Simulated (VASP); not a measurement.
AlIn2AsP2 (an interface model): single point with PBEsol+D4

AlIn2AsP2 (an interface model):

```
CELL_PARAMETERS angstrom
2.83705 -2.83705 0.00000
0.00000 2.83705 -2.83705
5.91200 5.91200 5.91200
ATOMIC_POSITIONS crystal
In 0.97013 0.97771 0.00510
In 0.39442 0.72615 0.35319
P 0.02036 0.99153 0.25564
P 0.34893 0.67926 0.59007
Al 0.71586 0.37293 0.67542
As 0.67548 0.36775 0.91361
```

```yaml
Program: VASP 6.6.1
Task: single point
Functional: PBEsol
Dispersion: D4
Potentials_or_basis: VASP PAW PBE potentials, release 64 (In_d, P, Al, As)
Cutoff: 520 eV
k_mesh: 4 × 4 × 2
Occupations: fermi-dirac, width 0.05 eV
Spin: no spin polarisation
Dipole_correction: no
Further_INCAR_settings: ALGO = Normal; EDIFF = 1e-06; NBANDS = 31
```

```yaml
Pressure: 2.8 GPa
Largest_force: 3.125 eV/Å
Band_gap_on_the_k_mesh: 0.54 eV, direct
Dispersion_energy_per_atom: -0.200 eV
```

Forces on the atoms (eV/Å):
```
In   2.186  1.799 -1.323
In  -1.191 -0.742  0.637
P    0.494  0.175 -1.339
P    1.570  0.684  0.448
Al  -1.086 -0.129  0.080
As  -1.972 -1.787  1.497
```

Stress tensor (GPa, compression positive):
```
 2.45 -0.22 -2.37
-0.22  3.34 -1.63
-2.37 -1.63  2.48
```

Levels at points of the mesh, in eV from the valence-band top:
| k point | band 19 | band 20 | band 21 | band 22 | band 23 | band 24 | band 25 | band 26 |
| --- | --- | --- | --- | --- | --- | --- | --- | --- |
| (0.00, 0.00, 0.00) | -0.96 | -0.79 | -0.15 | 0.00 | 0.54 | 1.52 | 1.86 | 3.32 |
| (0.50, 0.00, 0.00) | -2.85 | -2.60 | -1.89 | -1.46 | 0.74 | 1.62 | 1.97 | 2.38 |
| (0.00, 0.50, 0.00) | -2.86 | -2.73 | -1.91 | -1.74 | 0.78 | 1.45 | 2.01 | 2.38 |
| (0.50, 0.50, 0.00) | -2.94 | -2.62 | -1.90 | -1.46 | 0.73 | 1.49 | 2.02 | 2.28 |
| (0.00, 0.00, 0.50) | -0.94 | -0.85 | -0.23 | -0.06 | 1.47 | 1.72 | 1.93 | 3.42 |
| (0.50, 0.00, 0.50) | -2.55 | -2.33 | -1.68 | -1.20 | 0.98 | 1.41 | 1.91 | 2.38 |
| (0.00, 0.50, 0.50) | -2.76 | -2.32 | -1.72 | -1.40 | 0.86 | 1.29 | 1.98 | 2.47 |
| (0.50, 0.50, 0.50) | -2.64 | -2.30 | -1.69 | -1.21 | 0.95 | 1.26 | 1.86 | 2.53 |

Wall time 54 s on 1 thread of Intel(R) Xeon(R) 6975P-C (Granite Rapids), on a shared host, peak memory 0.3 GiB.

Caveat: the k points lie up to 0.45 Å⁻¹ apart; the PAW data sets were made with another functional, which shifts forces and pressure a little; spin-orbit coupling is left out, which moves the levels of the heavy elements.
